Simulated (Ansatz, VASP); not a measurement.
One calculation of YN, two programs

```
Y N
1.0
     0.00000    2.38914    2.38914
     2.38914    0.00000    2.38914
     2.38914    2.38914    0.00000
Y N
1 1
Direct
  0.00000 0.00000 0.00000
  0.50000 0.50000 0.50000
```

Change from the starting cell: volume scaled by 0.9405.

Alike in both runs: task single point; functional PBE; k mesh 9 × 9 × 9; occupations fermi-dirac, width 0.03 eV; no spin polarisation.

|  | VASP | Ansatz |
| --- | --- | --- |
| version | VASP 6.6.1 | Ansatz 0.2.0 |
| potentials or method | VASP PAW PBE potentials, release 64 (Y_sv, N), cutoff 600 eV | all-electron LAPW, scalar-relativistic |

Ansatz gave:

| Property | Result |
| --- | --- |
| pressure (GPa) | 14.9 |

Task: Estimate VASP's values.

Result: Pressure (GPa): 14.6.

Ansatz ran all-electron here, and VASP with PAW potentials.
